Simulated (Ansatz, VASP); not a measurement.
# One calculation of AlNi, two programs

Contents of POSCAR:

```
AlNi
1.0
    2.8810000000      0.0000000000      0.0000000000
    0.0000000000      2.8810000000      0.0000000000
    0.0000000000      0.0000000000      2.8810000000
Ni Al
1 1
Direct
    0.5000000000      0.5000000000      0.5000000000
    0.0000000000      0.0000000000      0.0000000000
```

Contents of INCAR.step1:

```
ALGO = Normal ; EDIFF = 1E-5
ENCUT = 520 ; GGA = PE
ISIF = 2 ; ISMEAR = -1
ISPIN = 2 ; LASPH = T
LCHARG = F ; LMAXMIX = 4
LORBIT = 11 ; LREAL = F
LWAVE = T ; MAGMOM = 1 0
NBANDS = 18 ; NELM = 150
PREC = Accurate ; SIGMA = 0.05
```

INCAR.step2

```
AEXX = 0.25 ; ALGO = Normal
EDIFF = 1E-6 ; ENCUT = 520
GGA = PS ; ISIF = 2
ISMEAR = -1 ; ISPIN = 2
ISTART = 1 ; LASPH = T
LCHARG = F ; LHFCALC = T
LMAXMIX = 4 ; LORBIT = 11
LREAL = F ; LWAVE = F
MAGMOM = 1 0 ; NBANDS = 18
NELM = 150 ; PREC = Accurate
PRECFOCK = Normal ; SIGMA = 0.05
```

KPOINTS

```
k-points
0
Gamma
  5 5 5
```

The input input.yaml:

```yaml
crystal:
  lattice:
    - [2.881, 0.0, 0.0]
    - [0.0, 2.881, 0.0]
    - [0.0, 0.0, 2.881]
  atoms:
    - { symbol: Ni, position: [0.5, 0.5, 0.5], spin: 1.0 }
    - { symbol: Al, position: [0.0, 0.0, 0.0] }
hamiltonian:
  xc: { exchange: pbesol, correlation: pbesol, exx: { coeff: 0.25 } }
  pseudopotentials: { kind: paw }
magnetization:
  spin_polarized: true
kpoints:
  mp_grid: { grid: [5, 5, 5] }
scf:
  occupations: { method: fermi_dirac, width: 0.05 }
output:
  forces: true
  stress: true
  eigenvalues: true
  write_density: true
  write_potential: true
  elf: true
  volumetric_format: npy
```

Alike in both runs: task single point; functional PBEsol-based global hybrid; k mesh 5 × 5 × 5; occupations fermi-dirac, width 0.05 eV; collinear spin.

|  | VASP | Ansatz |
| --- | --- | --- |
| version | VASP 6.6.1 | Ansatz 0.2.0 |
| potentials or method | VASP PAW PBE potentials, release 64 (Ni, Al) | Ansatz PAW |
| plane-wave cutoff (eV) | 520 | 420 |
| valence electrons in the cell | 13 | 21 |

VASP gave:

| Property | Result |
| --- | --- |
| gap on the k mesh at the Fermi level (eV) | none |
| pressure (GPa) | -5.8 |
| net moment per atom (μB) | 0.03 |
| size of the moment on the site where the two differ most (μB) | 0.06 |

Which values does Ansatz return?

gap on the k mesh at the Fermi level (eV): none; pressure (GPa): -5.7; net moment per atom (μB): 0.03; size of the moment on the site where the two differ most (μB): 0.06.

VASP's potentials were made for PBE, not for PBEsol-based global hybrid. Site moments also hang on the region over which each program counts them. A gap of «none» marks a metal or a gap that the smearing closes. The functional is the same, so the differences come from potentials, cutoffs and numerics. VASP's potentials hold 13 valence electrons a cell and Ansatz's 21, so a difference there can come from the potentials and not from the codes.

The k mesh is coarse, so the values compare programs but aren't converged. Noted on Ansatz's run: the magnetic or orbital state may not be the lowest.
